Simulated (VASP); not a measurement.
**LiF: single point with PBE**

The system is LiF, a sheet with vacuum.

```
Li F
1.0
     2.84823    0.00000    0.00000
     0.00000    2.84823    0.00000
     0.00000    0.00000   14.00000
Li F
1 1
Direct
  0.50000 0.50000 0.50000
  0.00000 0.00000 0.50000
```

- Program: VASP 6.6.1
- Task: single point
- Functional: PBE
- Potentials or basis: VASP PAW PBE potentials, release 64 (Li_sv, F)
- Cutoff: 520 eV
- k mesh: 6 × 6 × 1
- Occupations: gaussian, width 0.1 eV
- Spin: no spin polarisation
- Dipole correction: yes
- Further INCAR settings: ALGO = Normal; EDIFF = 1e-06; NBANDS = 12

The band gap on the k mesh is 6.12 eV (least direct gap 6.41 eV).

Levels at points of the mesh, in eV from the valence-band top:
| k point | band 1 | band 2 | band 3 | band 4 | band 5 | band 6 | band 7 | band 8 | band 9 | band 10 |
| --- | --- | --- | --- | --- | --- | --- | --- | --- | --- | --- |
| (0.00, 0.00, 0.00) | -41.70 | -19.30 | -1.00 | -0.29 | -0.29 | 6.12 | 6.91 | 7.67 | 9.29 | 10.14 |
| (0.50, 0.00, 0.00) | -41.68 | -19.17 | -1.70 | -0.45 | 0.00 | 9.79 | 10.21 | 10.88 | 11.59 | 12.09 |
| (0.50, 0.50, 0.00) | -41.67 | -18.93 | -1.87 | -1.87 | -0.12 | 13.77 | 14.25 | 14.51 | 14.51 | 14.99 |

Wall time 19 s on 1 thread of Intel(R) Xeon(R) Platinum 8259CL CPU @ 2.50GHz (Skylake/Cascade Lake) (shared host), peak memory 0.22 GiB.
